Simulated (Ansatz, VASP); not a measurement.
MgCd2O3 in VASP and in Ansatz

```
CELL_PARAMETERS angstrom
5.82092 0.00000 0.00000
-2.91046 5.04107 0.00000
0.00000 0.00000 3.09834
ATOMIC_POSITIONS crystal
Mg 0.00000 0.00000 0.00000
Cd 0.66667 0.33333 0.00000
Cd 0.33333 0.66667 0.00000
O 0.50000 0.00000 0.50000
O 0.50000 0.50000 0.50000
O 0.00000 0.50000 0.50000
```

Change from the starting cell: species swapped into the PrAl3Ni2 type (P6/mmm, No. 191).

Alike in both runs: functional PBE; k mesh 6 × 6 × 12; occupations gaussian, width 0.1 eV; no spin polarisation.

Ansatz relaxed the structure, and its values are those at the end. VASP's run is a single point on that final structure, the one shown.

|  | VASP | Ansatz |
| --- | --- | --- |
| version | VASP 6.6.1 | Ansatz 0.2.0 |
| potentials or method | VASP PAW PBE potentials, release 64 (Mg_sv, Cd_sv_GW, O), cutoff 840 eV | scalar-relativistic, plane waves, PAW |
| valence electrons in the cell | 68 | 68 |

Ansatz gave:

* gap on the k mesh at the Fermi level (eV): none
* pressure (GPa): 0.0

What did VASP give for the same quantities?

gap on the k mesh at the Fermi level (eV): none; pressure (GPa): -0.2.

A gap of «none» marks a metal or a gap that the smearing closes.
